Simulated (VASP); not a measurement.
# CaSe in VASP: relaxation of cell and atoms with r2SCAN

Aim: the relaxation of cell and atoms of CaSe with r2SCAN.

All numbers are computed with VASP 6.6.1; they aren't measurements. Logs are shortened: lines on timing, memory, paths and dates and some standing lists are left out, and cuts for length are marked.

## 1. The cell of the first run

The typed cell holds 4 atoms: a = 5.004 Å, b = 5.004 Å, c = 5.878 Å, α = 90.00°, β = 90.00°, γ = 120.00°.

## 2. Relaxation of cell and atoms, r2SCAN

POSCAR

```
CaSe
1.0
    5.0042064082      0.0000000000      0.0000000000
   -2.5021032041      4.3337698753      0.0000000000
    0.0000000000      0.0000000000      5.8782880696
Ca Se
2 2
Direct
    0.3333333333      0.6666666667      0.9350135626
    0.6666666667      0.3333333333      0.4350135626
    0.3333333333      0.6666666667      0.4349864374
    0.6666666667      0.3333333333      0.9349864374
```

INCAR.step1

```
SYSTEM = CaSe
ALGO     = Normal         ! electronic algorithm
EDIFF    = 1E-4           ! SCF threshold, eV
ENCUT    = 600            ! plane-wave cutoff, eV
GGA      = PE             ! functional
ISMEAR   = 0              ! smearing method
LASPH    = .True.         ! aspherical terms in the spheres
LCHARG   = .False.        ! write CHGCAR
LREAL    = .False.        ! projectors in reciprocal space
LWAVE    = .True.         ! write WAVECAR
NELM     = 60             ! most SCF steps
PREC     = Accurate       ! precision mode
SIGMA    = 0.02           ! smearing width, eV
```

INCAR.step2

```
SYSTEM = CaSe
ALGO     = Normal         ! electronic algorithm
EDIFF    = 1E-6           ! SCF threshold, eV
EDIFFG   = -0.01          ! ionic threshold
ENCUT    = 600            ! plane-wave cutoff, eV
IBRION   = 2              ! ionic algorithm
ISIF     = 3              ! what is computed and relaxed
ISMEAR   = 0              ! smearing method
ISTART   = 1            
LASPH    = .True.         ! aspherical terms in the spheres
LCHARG   = .False.        ! write CHGCAR
LMIXTAU  = .True.       
LREAL    = .False.        ! projectors in reciprocal space
LWAVE    = .False.        ! write WAVECAR
METAGGA  = R2SCAN         ! meta-GGA
NELM     = 60             ! most SCF steps
NSW      = 80             ! ionic steps
PREC     = Accurate       ! precision mode
SIGMA    = 0.02           ! smearing width, eV
```

KPOINTS

```
k-points
0
Gamma
  6 6 4
  0 0 0
```

Potentials or basis: VASP PAW PBE potentials, release 64 (Ca_sv, Se).

On the command line:

```sh
$ cat potpaw_PBE.64/Ca_sv/POTCAR potpaw_PBE.64/Se/POTCAR > POTCAR
$ cp INCAR.step1 INCAR
$ mpirun -np 1 vasp_std > vasp.out
$ cp INCAR.step2 INCAR
$ mpirun -np 1 vasp_std > vasp.out
```

OUTCAR:

```text
SYSTEM = CaSe
   EDIFF = 1E-6
   EDIFFG = -0.01
   ENCUT = 600
   IBRION = 2
   ISIF = 3
   ISMEAR = 0
   ISTART = 1
   LASPH = .True.
   LREAL = .False.
   METAGGA = R2SCAN
   NELM = 60
   NSW = 80
   PREC = Accurate

 ion  position               nearest neighbor table
   1  0.333  0.667  0.935-   4 2.89   4 2.89   4 2.89   3 2.94   3 2.94
   2  0.667  0.333  0.435-   3 2.89   3 2.89   3 2.89   4 2.94   4 2.94
   3  0.333  0.667  0.435-   2 2.89   2 2.89   2 2.89   1 2.94   1 2.94
   4  0.667  0.333  0.935-   1 2.89   1 2.89   1 2.89   2 2.94   2 2.94

  LATTYP: Found a hexagonal cell.
 ALAT       =     5.0042064082
 C/A-ratio  =     1.1746693861

  Lattice vectors:

 A1 = (   5.0042064082,   0.0000000000,   0.0000000000)
 A2 = (  -2.5021032041,   4.3337698753,   0.0000000000)
 A3 = (   0.0000000000,   0.0000000000,   5.8782880696)

Analysis of symmetry for initial positions (statically):
=====================================================================
 Subroutine PRICEL returns:
 Original cell was already a primitive cell.

 Routine SETGRP: Setting up the symmetry group for a
 hexagonal supercell.

 Subroutine GETGRP returns: Found 12 space group operations
 (whereof  6 operations were pure point group operations)
 out of a pool of 24 trial point group operations.

The static configuration has the point symmetry C_3v.
 The point group associated with its full space group is C_6v.

Analysis of symmetry for dynamics (positions and initial velocities):
=====================================================================
 Subroutine PRICEL returns:
 Original cell was already a primitive cell.

 Routine SETGRP: Setting up the symmetry group for a
 hexagonal supercell.

 Subroutine GETGRP returns: Found 12 space group operations
 (whereof  6 operations were pure point group operations)
 out of a pool of 24 trial point group operations.

The dynamic configuration has the point symmetry C_3v.
 The point group associated with its full space group is C_6v.

 Subroutine INISYM returns: Found 12 space group operations
 (whereof  6 operations are pure point group operations),
 and found     1 'primitive' translations

----------------------------------------------------------------------------------------

                                     Primitive cell

  volume of cell :     127.4829

  direct lattice vectors                    reciprocal lattice vectors
     5.004206408  0.000000000  0.000000000     0.199831885  0.115372993  0.000000000
    -2.502103204  4.333769875  0.000000000     0.000000000  0.230745985  0.000000000
     0.000000000  0.000000000  5.878288070     0.000000000  0.000000000  0.170117556

  length of vectors
     5.004206408  5.004206408  5.878288070     0.230745985  0.230745985  0.170117556

  position of ions in fractional coordinates (direct lattice)
     0.333333333  0.666666667  0.935013563
     0.666666667  0.333333333  0.435013563
     0.333333333  0.666666667  0.434986437
     0.666666667  0.333333333  0.934986437

  ion indices of the primitive-cell ions
   primitive index   ion index
                 1           1
                 2           2
                 3           3
                 4           4

----------------------------------------------------------------------------------------

 KPOINTS: k-points

Automatic generation of k-mesh.
 Grid dimensions read from file:
 generate k-points for:    6    6    4

 Generating k-lattice:

  Cartesian coordinates                     Fractional coordinates (reciprocal lattice)
     0.033305314  0.019228832  0.000000000     0.166666667  0.000000000  0.000000000
     0.000000000  0.038457664  0.000000000     0.000000000  0.166666667  0.000000000
     0.000000000  0.000000000  0.042529389     0.000000000  0.000000000  0.250000000

  Length of vectors
     0.038457664  0.038457664  0.042529389

  Shift w.r.t. Gamma in fractional coordinates (k-lattice)
     0.000000000  0.000000000  0.000000000

 Subroutine IBZKPT returns following result:
 ===========================================

 Found     21 irreducible k-points:

 Following reciprocal coordinates:
            Coordinates               Weight
  0.000000  0.000000  0.000000      1.000000
  0.166667  0.000000  0.000000      6.000000
  0.333333  0.000000  0.000000      6.000000
  0.500000  0.000000  0.000000      3.000000
  0.166667  0.166667  0.000000      6.000000
  0.333333  0.166667  0.000000     12.000000
[... 13 lines left out ...]
  0.333333  0.166667  0.500000     12.000000
  0.333333  0.333333  0.500000      2.000000
   k-points           NKPTS =     21   k-points in BZ     NKDIM =     21   number of bands    NBANDS=     20
   number of dos      NEDOS =    301   number of ions     NIONS =      4
   total plane-waves  NPLWV =  76800
   dimension x,y,z NGX =    40 NGY =   40 NGZ =   48
   dimension x,y,z NGXF=    80 NGYF=   80 NGZF=   96
   ions per type =               2   2
   NGX,Y,Z   is equivalent  to a cutoff of  13.29, 13.29, 13.58 a.u.
   NGXF,Y,Z  is equivalent  to a cutoff of  26.58, 26.58, 27.15 a.u.
 SYSTEM =  CaSe
   PREC   = accura    normal or accurate (medium, high low for compatibility)
   ISTART =      1    job   : 0-new  1-cont  2-samecut
   ICHARG =      0    charge: 1-file 2-atom 10-const
   ISPIN  =      1    spin polarized calculation?
   LNONCOLLINEAR =      F non collinear calculations
   LSORBIT =      F    spin-orbit coupling
   LASPH  =      T    aspherical Exc in radial PAW
   ENCUT  =  600.0 eV  44.10 Ry    6.64 a.u.   9.99  9.99 11.74*2*pi/ulx,y,z
   NELM   =     60;   NELMIN=  2; NELMDL=  0     # of ELM steps
   EDIFF  = 0.1E-05   stopping-criterion for ELM
   LREAL  =      F    real-space projection
   EDIFFG = -.1E-01   stopping-criterion for IOM
   NSW    =     80    number of steps for IOM
   IBRION =      2    ionic relax: 0-MD 1-quasi-New 2-CG
   NFREE  =      1    steps in history (QN), initial steepest desc. (CG)
   ISIF   =      3    stress and relaxation
   ISYM   =      2    0-nonsym 1-usesym 2-fastsym
   POTIM  = 0.5000    time-step for ionic-motion
   TEBEG  =    0.0;   TEEND  =   0.0 temperature during run
   PSTRESS=    0.0 pullay stress
   NELECT =      32.0000    total number of electrons
   NUPDOWN=      -1.0000    fix difference up-down
   EMIN   =  10.00;   EMAX   =-10.00  energy-range for DOS
   EFERMI =   0.00;   METHOD = LEGACY
   ISMEAR =     0;   SIGMA  =   0.02  broadening in eV -4-tet -1-fermi 0-gaus
   EFERMI_NEDOS =   21; number of points for ismear=-14 and -15
   IALGO  =     38    algorithm
   IMIX   =      4    mixing-type and parameters
     AMIX     =   0.40;   BMIX     =  1.00
     AMIX_MAG =   1.60;   BMIX_MAG =  1.00
  volume/ion in A,a.u.               =      31.87       215.07
  Fermi-wavevector in a.u.,A,eV,Ry     =   1.032700  1.951520 14.510196  1.066469
  Thomas-Fermi vector in A             =   2.166911
   LORBIT       =      0    0 simple, 1 ext, 2 COOP (PROOUT), +10 PAW based schemes
   METAGGA = R2SCAN    functional components
   LHFCALC =     F    Hartree Fock is set to
   AEXX    =    0.0000 exact exchange contribution
   IVDW    =     0    specifies the selected vdW correction
   LEPSILON=     F    determine dielectric tensor
   LRPA    =     F    only Hartree local field effects (RPA)
 conjugate gradient relaxation of ions
 non-spin polarized calculation
 Gauss-broadening in eV      SIGMA  =   0.02
  energy-cutoff  :      600.00
  volume of cell :      127.48
 maximum number of plane-waves:      4278
 NGX is ok and might be reduce to    40
   NGX = 19   NGY = 19   NGZ = 23

--------------------------------------- Ionic step        1  -------------------------------------------

 number of electron      32.0000001 magnetization

 Free energy of the ion-electron system (eV)
  ---------------------------------------------------
  ext. energy  EPLUGINS =         0.00000000
  ---------------------------------------------------
  free energy    TOTEN  =       -51.36614508 eV

  energy without entropy =      -51.36614508  energy(sigma->0) =      -51.36614508

------------------------ aborting loop because EDIFF is reached ----------------------------------------

  FORCE on cell =-STRESS in cart. coord.  units (eV):
  Direction    XX          YY          ZZ          XY          YZ          ZX
  --------------------------------------------------------------------------------------
  -------------------------------------------------------------------------------------
  Total        0.1709959      0.1709959      0.1527346      0.0000000     -0.0000000      0.0000000
  in kB        2.1490394      2.1490394      1.9195356      0.0000000     -0.0000000      0.0000000
  external PRESSURE =       2.0725381 kB  Pullay stress =       0.0000000 kB

 VOLUME and BASIS-vectors are now :
 -----------------------------------------------------------------------------
  energy-cutoff  :      600.00
  volume of cell :      127.48
      direct lattice vectors                 reciprocal lattice vectors
     5.004206408  0.000000000  0.000000000     0.199831885  0.115372993  0.000000000
    -2.502103204  4.333769875  0.000000000     0.000000000  0.230745985  0.000000000
     0.000000000  0.000000000  5.878288070     0.000000000  0.000000000  0.170117556
[... 39 lines left out ...]
 POSITION                                       TOTAL-FORCE (eV/Angst)
 -----------------------------------------------------------------------------------
     -0.00000      2.89514      5.50641        -0.000000     -0.000000      0.000107
      2.50726      1.44757      2.56186        -0.000000     -0.000000      0.000107
     -0.00000      2.89514      2.56168         0.000000      0.000000     -0.000107
      2.50726      1.44757      5.50623         0.000000      0.000000     -0.000107
 -----------------------------------------------------------------------------------
    total drift:                               -0.000000      0.000000      0.011322

  FREE ENERGIE OF THE ION-ELECTRON SYSTEM (eV)
  ---------------------------------------------------
  free  energy   TOTEN  =       -51.3665417098 eV

  energy  without entropy=      -51.3665417098  energy(sigma->0) =      -51.36654171

--------------------------------------- Ionic step        3  -------------------------------------------

 number of electron      32.0000000 magnetization

 Free energy of the ion-electron system (eV)
  ---------------------------------------------------
  ext. energy  EPLUGINS =         0.00000000
  ---------------------------------------------------
  free energy    TOTEN  =       -51.36655952 eV

  energy without entropy =      -51.36655952  energy(sigma->0) =      -51.36655952

 E-fermi :   1.0642     XC(G=0):  -8.4281

 val. band max:        0.8797837246   @ k =   0.0000   0.0000   0.0000
 cond. band min:       3.7821300471   @ k =   0.3333   0.3333   0.0000
 fundamental gap:      2.9023463225
 Fermi energy:         1.0642055767

 k-point     1 :       0.0000    0.0000    0.0000
  band No.  band energies     occupation
      1     -40.5786      2.00000
      2     -40.5705      2.00000
      3     -20.7419      2.00000
      4     -20.7419      2.00000
      5     -20.7374      2.00000
      6     -20.7138      2.00000
[... 12 lines left out ...]
     19       4.9783      0.00000
     20       5.8104      0.00000
[... 480 lines left out ...]
 POSITION                                       TOTAL-FORCE (eV/Angst)
 -----------------------------------------------------------------------------------
     -0.00000      2.89427      5.50494        -0.000000     -0.000000      0.000119
      2.50652      1.44714      2.56117         0.000000      0.000000      0.000119
     -0.00000      2.89427      2.56099         0.000000      0.000000     -0.000119
      2.50652      1.44714      5.50477        -0.000000     -0.000000     -0.000119
 -----------------------------------------------------------------------------------
    total drift:                               -0.000000      0.000000      0.011392

  FREE ENERGIE OF THE ION-ELECTRON SYSTEM (eV)
  ---------------------------------------------------
  free  energy   TOTEN  =       -51.3665595224 eV

  energy  without entropy=      -51.3665595224  energy(sigma->0) =      -51.36655952

 reached required accuracy - stopping structural energy minimisation
```

It took 5.6 min on 1 thread of AMD EPYC 9R45 (Zen 5), shared host; peak memory 0.29 GiB.

What came out:

| Property | Result |
| --- | --- |
| Free energy | -51.3666 eV |
| Relaxed volume | 32.03 Å³/atom |
| Relaxed cell | a = 5.013 Å, b = 5.013 Å, c = 5.888 Å, α = 90.00°, β = 90.00°, γ = 120.00° |
| Space group after relaxing (to 0.1 Å) | P6_3/mmc (No. 194) |
| Energy gained by relaxing | 0.1 meV/atom |
| Ionic steps | 3 |
| Pressure after relaxing | 0.0 GPa |
| Band gap on the k mesh | 2.90 eV (least direct gap 3.03 eV) |

Step by step:
```csv
step,energy change (eV),largest force (eV/Å),pressure (GPa),volume (Å³)
1,0.0000,0.0002,0.21,127.48
2,-0.0004,0.0001,-0.03,128.25
3,-0.0004,0.0001,0.00,128.13
```

Final structure:
```cif
data_structure
_symmetry_space_group_name_H-M 'P 1'
_symmetry_Int_Tables_number 1
_cell_length_a 5.0130
_cell_length_b 5.0130
_cell_length_c 5.8875
_cell_angle_alpha 90.000
_cell_angle_beta 90.000
_cell_angle_gamma 120.000
_cell_volume 128.13
loop_
_atom_site_label
_atom_site_type_symbol
_atom_site_fract_x
_atom_site_fract_y
_atom_site_fract_z
_atom_site_occupancy
Ca1 Ca 0.33333 0.66667 0.93502 1
Ca2 Ca 0.66667 0.33333 0.43501 1
Se1 Se 0.33333 0.66667 0.43498 1
Se2 Se 0.66667 0.33333 0.93498 1
```

Levels at points of the mesh, in eV from the valence-band top:
| k point | band 12 | band 13 | band 14 | band 15 | band 16 | band 17 | band 18 | band 19 | band 20 |
| --- | --- | --- | --- | --- | --- | --- | --- | --- | --- |
| (0.00, 0.00, 0.00) | -1.56 | -1.56 | -1.06 | -1.06 | 0.00 | 3.03 | 4.10 | 4.10 | 4.93 |
| (0.50, 0.00, 0.00) | -1.63 | -1.58 | -1.43 | -0.99 | -0.51 | 3.55 | 3.70 | 4.16 | 5.10 |
| (0.00, 0.00, 0.50) | -1.92 | -1.39 | -1.39 | -1.39 | -1.39 | 4.22 | 4.22 | 5.55 | 5.55 |
| (0.50, 0.00, 0.50) | -2.65 | -1.23 | -1.23 | -1.05 | -1.05 | 4.04 | 4.04 | 5.21 | 5.21 |

Caveat: the PAW data sets were made with another functional, which shifts forces and pressure a little.
